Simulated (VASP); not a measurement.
# RbBr in VASP: further runs

The runs below take RbBr through single point, relaxation of the atoms, with PBEsol.

All numbers are computed with VASP 6.6.1; they aren't measurements. Logs are shortened: lines on timing, memory, paths and dates and some standing lists are left out, and cuts for length are marked.

## 1. The cell of the first run

It takes space group P4/mmm (No. 123, tetragonal). Conventional cell: a = 4.070 Å, b = 4.070 Å, c = 4.090 Å, α = 90.00°, β = 90.00°, γ = 90.00°. Rb (site symmetry 4/mmm) has 8 Br at 3.53 Å and 6 Rb at 4.07 to 4.09 Å within 4.6 Å. Within 4.6 Å of Br (site symmetry 4/mmm) lie 8 Rb at 3.53 Å and 6 Br at 4.07 to 4.09 Å.

## 2. Single point, PBEsol (z stretched by +0.5 %, x and y held)

INCAR reads:

```
  PREC = Accurate
  ENCUT = 520
  EDIFF = 1E-6
  ISMEAR = 0
  SIGMA = 0.01
  LREAL = F
  LASPH = T
  NELM = 80
  ALGO = Normal
  ISIF = 2
  LWAVE = F
  LCHARG = F
  GGA = PS
  NBANDS = 15
```

KPOINTS reads:

```
Automatic mesh
0
Gamma
  6 6 6
```

POSCAR reads:

```
RbBr
1.0
    4.0700851177      0.0000000000      0.0000000000
    0.0000000000      4.0700851177      0.0000000000
    0.0000000000      0.0000000000      4.0904355433
Rb Br
1 1
Direct
    0.0000000000      0.0000000000      0.0000000000
    0.5000000000      0.5000000000      0.5000000000
```

Potentials or basis: VASP PAW PBE potentials, release 64 (Rb_sv, Br).

Started as:

```console
> cat potpaw_PBE.64/Rb_sv/POTCAR potpaw_PBE.64/Br/POTCAR > POTCAR
> mpirun -np 1 vasp_std > vasp.out
```

OUTCAR:

```text
PREC = Accurate
   ENCUT = 520
   EDIFF = 1E-6
   ISMEAR = 0
   LREAL = F
   LASPH = T
   NELM = 80
   ISIF = 2
   GGA = PS

 ion  position               nearest neighbor table
   1  0.000  0.000  0.000-   2 3.53   2 3.53   2 3.53   2 3.53   2 3.53   2 3.53   2 3.53   2 3.53

   2  0.500  0.500  0.500-   1 3.53   1 3.53   1 3.53   1 3.53   1 3.53   1 3.53   1 3.53   1 3.53

  LATTYP: Found a simple tetragonal cell.
 ALAT       =     4.0700851177
 C/A-ratio  =     1.0050000000

  Lattice vectors:

 A1 = (   4.0700851177,   0.0000000000,   0.0000000000)
 A2 = (   0.0000000000,   4.0700851177,   0.0000000000)
 A3 = (   0.0000000000,   0.0000000000,   4.0904355433)

Analysis of symmetry for initial positions (statically):
=====================================================================
 Subroutine PRICEL returns:
 Original cell was already a primitive cell.

 Routine SETGRP: Setting up the symmetry group for a
 simple tetragonal supercell.

 Subroutine GETGRP returns: Found 16 space group operations
 (whereof 16 operations were pure point group operations)
 out of a pool of 16 trial point group operations.

The static configuration has the point symmetry D_4h.

Analysis of symmetry for dynamics (positions and initial velocities):
=====================================================================
 Subroutine PRICEL returns:
 Original cell was already a primitive cell.

 Routine SETGRP: Setting up the symmetry group for a
 simple tetragonal supercell.

 Subroutine GETGRP returns: Found 16 space group operations
 (whereof 16 operations were pure point group operations)
 out of a pool of 16 trial point group operations.

The dynamic configuration has the point symmetry D_4h.

 Subroutine INISYM returns: Found 16 space group operations
 (whereof 16 operations are pure point group operations),
 and found     1 'primitive' translations

----------------------------------------------------------------------------------------

                                     Primitive cell

  volume of cell :      67.7605

  direct lattice vectors                    reciprocal lattice vectors
     4.070085118  0.000000000  0.000000000     0.245695107  0.000000000  0.000000000
     0.000000000  4.070085118  0.000000000     0.000000000  0.245695107  0.000000000
     0.000000000  0.000000000  4.090435543     0.000000000  0.000000000  0.244472744

  length of vectors
     4.070085118  4.070085118  4.090435543     0.245695107  0.245695107  0.244472744

  position of ions in fractional coordinates (direct lattice)
     0.000000000  0.000000000  0.000000000
     0.500000000  0.500000000  0.500000000

  ion indices of the primitive-cell ions
   primitive index   ion index
                 1           1
                 2           2

----------------------------------------------------------------------------------------

 KPOINTS: Automatic mesh

Automatic generation of k-mesh.
 Grid dimensions read from file:
 generate k-points for:    6    6    6

 Generating k-lattice:

  Cartesian coordinates                     Fractional coordinates (reciprocal lattice)
     0.040949185  0.000000000  0.000000000     0.166666667  0.000000000  0.000000000
     0.000000000  0.040949185  0.000000000     0.000000000  0.166666667  0.000000000
     0.000000000  0.000000000  0.040745457     0.000000000  0.000000000  0.166666667

  Length of vectors
     0.040949185  0.040949185  0.040745457

  Shift w.r.t. Gamma in fractional coordinates (k-lattice)
     0.000000000  0.000000000  0.000000000

 Subroutine IBZKPT returns following result:
 ===========================================

 Found     40 irreducible k-points:

 Following reciprocal coordinates:
            Coordinates               Weight
  0.000000  0.000000  0.000000      1.000000
  0.166667  0.000000  0.000000      4.000000
  0.333333  0.000000  0.000000      4.000000
  0.500000  0.000000  0.000000      2.000000
  0.166667  0.166667  0.000000      4.000000
  0.333333  0.166667  0.000000      8.000000
[... 16 lines left out ...]
  0.333333  0.000000  0.333333      8.000000
  0.500000  0.000000  0.333333      4.000000
 [... further k-points ...]
   k-points           NKPTS =     40   k-points in BZ     NKDIM =     40   number of bands    NBANDS=     15
   number of dos      NEDOS =    301   number of ions     NIONS =      2
   total plane-waves  NPLWV =  27000
   dimension x,y,z NGX =    30 NGY =   30 NGZ =   30
   dimension x,y,z NGXF=    60 NGYF=   60 NGZF=   60
   ions per type =               1   1
   NGX,Y,Z   is equivalent  to a cutoff of  12.25, 12.25, 12.19 a.u.
   NGXF,Y,Z  is equivalent  to a cutoff of  24.51, 24.51, 24.39 a.u.
 SYSTEM =  unknown system
   PREC   = accura    normal or accurate (medium, high low for compatibility)
   ISTART =      0    job   : 0-new  1-cont  2-samecut
   ICHARG =      2    charge: 1-file 2-atom 10-const
   ISPIN  =      1    spin polarized calculation?
   LNONCOLLINEAR =      F non collinear calculations
   LSORBIT =      F    spin-orbit coupling
   LASPH  =      T    aspherical Exc in radial PAW
   ENCUT  =  520.0 eV  38.22 Ry    6.18 a.u.   7.57  7.57  7.61*2*pi/ulx,y,z
   NELM   =     80;   NELMIN=  2; NELMDL= -5     # of ELM steps
   EDIFF  = 0.1E-05   stopping-criterion for ELM
   LREAL  =      F    real-space projection
[... 7 lines left out ...]
   TEBEG  =    0.0;   TEEND  =   0.0 temperature during run
   PSTRESS=    0.0 pullay stress
   NELECT =      16.0000    total number of electrons
   NUPDOWN=      -1.0000    fix difference up-down
   EMIN   =  10.00;   EMAX   =-10.00  energy-range for DOS
   EFERMI =   0.00;   METHOD = LEGACY
   ISMEAR =     0;   SIGMA  =   0.01  broadening in eV -4-tet -1-fermi 0-gaus
   EFERMI_NEDOS =   21; number of points for ismear=-14 and -15
   IALGO  =     38    algorithm
   IMIX   =      4    mixing-type and parameters
     AMIX     =   0.40;   BMIX     =  1.00
     AMIX_MAG =   1.60;   BMIX_MAG =  1.00
  volume/ion in A,a.u.               =      33.88       228.64
  Fermi-wavevector in a.u.,A,eV,Ry     =   1.011865  1.912148 13.930612  1.023871
  Thomas-Fermi vector in A             =   2.144940
   LORBIT       =      0    0 simple, 1 ext, 2 COOP (PROOUT), +10 PAW based schemes
   GGA     = PS    functional components
   LHFCALC =     F    Hartree Fock is set to
   AEXX    =    0.0000 exact exchange contribution
   IVDW    =     0    specifies the selected vdW correction
   LEPSILON=     F    determine dielectric tensor
   LRPA    =     F    only Hartree local field effects (RPA)
 non-spin polarized calculation
 Gauss-broadening in eV      SIGMA  =   0.01
  energy-cutoff  :      520.00
  volume of cell :       67.76
 maximum number of plane-waves:      1856
   NGX = 15   NGY = 15   NGZ = 15

 number of electron      15.9999999 magnetization

 Free energy of the ion-electron system (eV)
  ---------------------------------------------------
  ext. energy  EPLUGINS =         0.00000000
  ---------------------------------------------------
  free energy    TOTEN  =        -6.30094251 eV

  energy without entropy =       -6.30094251  energy(sigma->0) =       -6.30094251

 E-fermi :  -0.5441     XC(G=0):  -8.2785

 val. band max:       -0.5856332989   @ k =   0.5000   0.0000   0.5000
 cond. band min:       3.4289699820   @ k =   0.0000   0.0000   0.0000
 fundamental gap:      4.0146032809
 Fermi energy:        -0.5440687777

 k-point     1 :       0.0000    0.0000    0.0000
  band No.  band energies     occupation
      1     -25.5712      2.00000
      2     -13.2930      2.00000
      3      -9.5613      2.00000
      4      -9.5562      2.00000
      5      -9.5562      2.00000
      6      -0.7686      2.00000
      7      -0.7425      2.00000
      8      -0.7425      2.00000
      9       3.4290      0.00000
     10       4.8092      0.00000
     11       4.8290      0.00000
     12       9.3898      0.00000
     13       9.3898      0.00000
     14       9.4348      0.00000
     15      12.1227      0.00000

 k-point     2 :       0.1667    0.0000    0.0000
  band No.  band energies     occupation
      1     -25.5649      2.00000
      2     -13.2914      2.00000
      3      -9.5988      2.00000
      4      -9.5470      2.00000
      5      -9.5421      2.00000
      6      -1.2953      2.00000
      7      -0.7916      2.00000
      8      -0.7641      2.00000
      9       4.1180      0.00000
     10       5.0325      0.00000
     11       5.4751      0.00000
     12       9.2444      0.00000
     13       9.2834      0.00000
     14       9.5530      0.00000
     15      10.8033      0.00000

 k-point     3 :       0.3333    0.0000    0.0000
  band No.  band energies     occupation
      1     -25.5523      2.00000
      2     -13.2910      2.00000
      3      -9.6724      2.00000
      4      -9.5180      2.00000
      5      -9.5137      2.00000
      6      -2.1187      2.00000
      7      -0.8399      2.00000
      8      -0.8096      2.00000
      9       5.4821      0.00000
     10       5.6444      0.00000
     11       6.7782      0.00000
     12       8.9717      0.00000
     13       9.1725      0.00000
     14       9.1973      0.00000
     15       9.9610      0.00000
[... 343 lines left out ...]
 k-point    23 :       0.3333    0.0000    0.3333
  band No.  band energies     occupation
      1     -25.5357      2.00000
      2     -13.1789      2.00000
      3      -9.8278      2.00000
      4      -9.7245      2.00000
      5      -9.4824      2.00000
      6      -1.8201      2.00000
      7      -1.5265      2.00000
      8      -0.6932      2.00000
      9       5.2446      0.00000
     10       5.8916      0.00000
     11       7.7178      0.00000
     12       8.2129      0.00000
     13       8.3966      0.00000
     14       8.7686      0.00000
     15      10.3427      0.00000

 k-point    24 :       0.5000    0.0000    0.3333
  band No.  band energies     occupation
      1     -25.5298      2.00000
      2     -13.1387      2.00000
      3      -9.8617      2.00000
      4      -9.8121      2.00000
      5      -9.4715      2.00000
      6      -1.9071      2.00000
      7      -1.5218      2.00000
      8      -0.6512      2.00000
      9       5.0314      0.00000
     10       5.7902      0.00000
     11       7.7014      0.00000
     12       7.7149      0.00000
     13       8.6436      0.00000
     14       9.6990      0.00000
     15      11.1045      0.00000

 [... further k-points ...]
[... 5 lines left out ...]
  --------------------------------------------------------------------------------------
  -------------------------------------------------------------------------------------
  Total        0.0175715      0.0175715     -0.0462091      0.0000000     -0.0000000      0.0000000
  in kB        0.4154724      0.4154724     -1.0926000      0.0000000     -0.0000000      0.0000000
  external PRESSURE =      -0.0872184 kB  Pullay stress =       0.0000000 kB

 VOLUME and BASIS-vectors are now :
 -----------------------------------------------------------------------------
  energy-cutoff  :      520.00
  volume of cell :       67.76
      direct lattice vectors                 reciprocal lattice vectors
     4.070085118  0.000000000  0.000000000     0.245695107  0.000000000  0.000000000
     0.000000000  4.070085118  0.000000000     0.000000000  0.245695107  0.000000000
     0.000000000  0.000000000  4.090435543     0.000000000  0.000000000  0.244472744

 POSITION                                       TOTAL-FORCE (eV/Angst)
 -----------------------------------------------------------------------------------
      0.00000      0.00000      0.00000         0.000000      0.000000      0.000000
      2.03504      2.03504      2.04522         0.000000      0.000000      0.000000
 -----------------------------------------------------------------------------------
    total drift:                                0.000000      0.000000     -0.000000

  FREE ENERGIE OF THE ION-ELECTRON SYSTEM (eV)
  ---------------------------------------------------
  free  energy   TOTEN  =        -6.3009425071 eV

  energy  without entropy=       -6.3009425071  energy(sigma->0) =       -6.30094251
```

Wall time 20 s (1 thread of Intel Xeon Platinum 8375C at 2.90GHz (Ice Lake), shared host); peak memory 0.18 GiB.

What came out:

- Free energy: -6.3009 eV
- Pressure: 0.0 GPa
- Band gap on the k mesh: 4.01 eV (least direct gap 4.17 eV)

Caveat: the cell differs from its parent crystal (z stretched by +0.5 %, x and y held); the PAW data sets were made with another functional, which shifts forces and pressure a little.

## 3. Relaxation of the atoms, PBEsol (equal xy, yz and zx engineering shears of -0.5 %)

INCAR reads:

```
PREC = Accurate
ENCUT = 520
EDIFF = 1E-6
ISMEAR = 0
SIGMA = 0.01
LREAL = F
LASPH = T
NELM = 80
ALGO = Normal
ISIF = 2
LWAVE = F
LCHARG = F
GGA = PS
IBRION = 2
NSW = 50
EDIFFG = -0.002
```

KPOINTS is that of step 2.

POSCAR reads:

```
RbBr
1.0
    4.0700851177     -0.0101752128     -0.0101752128
   -0.0101752128      4.0700851177     -0.0101752128
   -0.0101752128     -0.0101752128      4.0700851177
Rb Br
1 1
Direct
    0.0000000000      0.0000000000      0.0000000000
    0.5000000000      0.5000000000      0.5000000000
```

Potentials or basis: VASP PAW PBE potentials, release 64 (Rb_sv, Br).

Started as:

```console
> cat potpaw_PBE.64/Rb_sv/POTCAR potpaw_PBE.64/Br/POTCAR > POTCAR
> mpirun -np 1 vasp_std > vasp.out
```

Wall time 15 s (1 thread of Intel Xeon Platinum 8375C at 2.90GHz (Ice Lake), shared host); peak memory 0.18 GiB.

Results (log left out):

```yaml
Free_energy: -6.3008 eV
Pressure_after_relaxing: 0.1 GPa
Band_gap_on_the_k_mesh: 4.04 eV (least direct gap 4.20 eV)
```

Final structure:
```
Rb Br
1.0
     4.07009   -0.01018   -0.01018
    -0.01018    4.07009   -0.01018
    -0.01018   -0.01018    4.07009
Rb Br
1 1
Cartesian
  0.0000 0.0000 0.0000
  2.0249 2.0249 2.0249
```

Levels at points of the mesh, in eV from the valence-band top:
```tsv
k point	band 6	band 7	band 8	band 9	band 10	band 11
(0.00, 0.00, 0.00)	-0.16	-0.16	-0.16	4.04	5.41	5.41
(0.50, 0.00, 0.00)	-1.88	-0.26	-0.25	6.79	7.12	7.76
(0.50, 0.50, 0.00)	-1.12	-1.11	0.00	5.19	6.12	7.91
(0.50, 0.50, 0.50)	-1.47	-1.47	-1.47	8.21	8.21	8.28
```

Caveat: the cell differs from its parent crystal (equal xy, yz and zx engineering shears of -0.5 %); the relaxation stopped at its first step, so nothing moved; the PAW data sets were made with another functional, which shifts forces and pressure a little. A k mesh can miss the band edges.

## 4. Relaxation of the atoms, PBEsol (equal xy, yz and zx engineering shears of +0.5 %)

INCAR reads:

```
PREC = Accurate ; ENCUT = 520
EDIFF = 1E-6 ; ISMEAR = 0
SIGMA = 0.01 ; LREAL = F
LASPH = T ; NELM = 60
ALGO = Normal ; ISIF = 2
LWAVE = F ; LCHARG = F
GGA = PS ; IBRION = 2
NSW = 50 ; EDIFFG = -0.002
```

KPOINTS is that of step 3.

POSCAR reads:

```
RbBr
1.0
    4.0700851177      0.0101752128      0.0101752128
    0.0101752128      4.0700851177      0.0101752128
    0.0101752128      0.0101752128      4.0700851177
Rb Br
1 1
Direct
    0.0000000000      0.0000000000      0.0000000000
    0.5000000000      0.5000000000      0.5000000000
```

Started as:

```console
> cat potpaw_PBE.64/Rb_sv/POTCAR potpaw_PBE.64/Br/POTCAR > POTCAR
> mpirun -np 1 vasp_std > vasp.out
```

It took 16 s on 1 thread of Intel Xeon Platinum 8375C at 2.90GHz (Ice Lake), shared host; peak memory 0.17 GiB.

The run converged. Its results:

```
Free energy             : -6.3008 eV
Pressure after relaxing : 0.1 GPa
Band gap on the k mesh  : 4.04 eV (least direct gap 4.20 eV)
```

Final structure:
```yaml
crystal:
  lattice:
    - [4.07009, 0.01018, 0.01018]
    - [0.01018, 4.07009, 0.01018]
    - [0.01018, 0.01018, 4.07009]
  atoms:
    - { symbol: Rb, position: [0.00000, 0.00000, 0.00000] }
    - { symbol: Br, position: [0.50000, 0.50000, 0.50000] }
```

Levels at points of the mesh, in eV from the valence-band top:
```csv
k point,band 6,band 7,band 8,band 9,band 10,band 11
"(0.00, 0.00, 0.00)",-0.16,-0.16,-0.16,4.04,5.41,5.41
"(0.50, 0.00, 0.00)",-1.88,-0.26,-0.25,6.79,7.12,7.76
"(0.50, 0.50, 0.00)",-1.12,-1.11,0.00,5.19,6.12,7.91
"(0.50, 0.50, 0.50)",-1.47,-1.47,-1.47,8.18,8.26,8.26
```

Caveat: the cell differs from its parent crystal (equal xy, yz and zx engineering shears of +0.5 %); the relaxation stopped at its first step, so nothing moved; the PAW data sets were made with another functional, which shifts forces and pressure a little. A k mesh can miss the band edges.

## 5. Summary

```csv
task,cell,gap on the mesh (eV),pressure (GPa)
single point,"a = 4.070, b = 4.070, c = 4.090 Å, 2 atoms",4.01,0.0
relaxation of the atoms,"atoms relaxed from a = 4.070 Å, angles 90.3°, 2 atoms",4.04,0.1
relaxation of the atoms,"atoms relaxed from a = 4.070 Å, angles 89.7°, 2 atoms",4.04,0.1
```

Alike in all rows: level PBEsol; potentials or basis VASP PAW PBE potentials, release 64 (Rb_sv, Br); no spin polarisation; k mesh 6 × 6 × 6; cutoff (eV) 520; smearing gaussian 0.01 eV.

Caveats: the PAW data sets were made with another functional, which shifts forces and pressure a little; the relaxation stopped at its first step, so nothing moved (at least some runs).

Absolute energies hang on the potentials; compare differences alone.
